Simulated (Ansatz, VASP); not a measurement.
Zn: VASP beside Ansatz

Contents of INCAR:

```
SYSTEM = Zn
PREC     = Accurate       ! precision mode
ENCUT    = 600            ! plane-wave cutoff, eV
EDIFF    = 1E-7           ! SCF threshold, eV
ISMEAR   = 0              ! smearing method
SIGMA    = 0.1            ! smearing width, eV
LREAL    = .FALSE.        ! projectors in reciprocal space
LASPH    = .TRUE.         ! aspherical terms in the spheres
NELM     = 60             ! most SCF steps
ALGO     = Fast           ! electronic algorithm
ISIF     = 3              ! what is computed and relaxed
LWAVE    = .FALSE.        ! write WAVECAR
LCHARG   = .FALSE.        ! write CHGCAR
GGA      = PE             ! functional
IBRION   = 2              ! ionic algorithm
NSW      = 80             ! ionic steps
EDIFFG   = -0.01          ! ionic threshold
```

Contents of KPOINTS:

```
Automatic mesh
0
G
  18 18 18
  0 0 0
```

Contents of POSCAR:

```
Zn
1.0
    0.0000000000      1.9573669634      1.9573669634
    1.9573669634      0.0000000000      1.9573669634
    1.9573669634      1.9573669634      0.0000000000
Zn
1
Direct
    0.0000000000      0.0000000000      0.0000000000
```

Input for Ansatz:

```yaml
crystal:
  lattice:
    - [0.0, 1.9573669731, 1.9573669731]
    - [1.9573669731, 0.0, 1.9573669731]
    - [1.9573669731, 1.9573669731, 0.0]
  atoms:
    - { symbol: Zn, position: [0.0, 0.0, 0.0] }
basis:
  ecutwfc: 420
kpoints:
  mp_grid: { grid: [18, 18, 18] }
hamiltonian:
  xc: pbe
scf:
  occupations: { method: gaussian, width: 0.1 }
output:
  forces: true
  stress: true
  eigenvalues: true
relax:
  adjacent_minimum: "off"
  f_tol: 0.01
  max_steps: 60
  cell: { stress_tol: 0.1 }
```

Alike in both runs: task relaxation of cell and atoms; functional PBE; k mesh 18 × 18 × 18; occupations gaussian, width 0.1 eV; no spin polarisation.

|  | VASP | Ansatz |
| --- | --- | --- |
| version | VASP 6.6.1 | Ansatz 0.2.0 |
| potentials or method | VASP PAW PBE potentials, release 64 (Zn), cutoff 600 eV | scalar-relativistic, plane waves, PAW |
| valence electrons in the cell | 12 | 12 |

|  | VASP | Ansatz | Ansatz less VASP |
| --- | --- | --- | --- |
| gap on the k mesh at the Fermi level, each at its own relaxed structure (eV) | none | none | - |
| relaxed volume (Å³/atom) | 15.23 | 15.15 | -0.074 |
| relaxed cell length with the largest relative difference (Å) | 2.782 | 2.778 | -0.0045 |

A gap of «none» marks a metal or a gap that the smearing closes.
